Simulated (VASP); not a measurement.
Runs of VASP 6.6.1 on Yb. The structure is that of space group Fm-3m (No. 225), or close to it. The cells are those of the table. 

```tsv
level	spin	cell	gap on the mesh (eV)	pressure (GPa)	moment (μB)
PBE	non-collinear, typed start, SOC	a = 3.879 Å, angles 60.0°, 1 atom	-	-7.5	0.00
PBEsol	collinear, ferromagnetic start	a = 3.955 Å, angles 60.0°, 1 atom	none	(a)	0.00
PBEsol	collinear, ferromagnetic start	a = 3.800 Å, angles 60.0°, 1 atom	-	(b)	0.00
PBEsol	collinear, ferromagnetic start	a = 3.827 Å, angles 60.0°, 1 atom	-	-3.2	0.00
PBEsol	collinear, ferromagnetic start	a = 3.853 Å, angles 60.0°, 1 atom	none	-4.5	0.00
```

Alike in all rows: task single point; potentials or basis VASP PAW PBE potentials, release 64 (Yb); k mesh 8 × 8 × 8; cutoff (eV) 520; smearing fermi-dirac 0.05 eV.

Problem. Fill in the values left out.

Solution. (a) -5.7; (b) -2.0.

Caveats: the cell stands under tension (at least some runs); the PAW data sets were made with another functional, which shifts forces and pressure a little (at least some runs); spin-orbit coupling is left out, which moves the levels of the heavy elements (at least some runs).

A k mesh can miss the band edges, and rows without SOC leave out spin-orbit coupling on Yb.

A gap of «none» marks levels without a gap at the run's occupations.
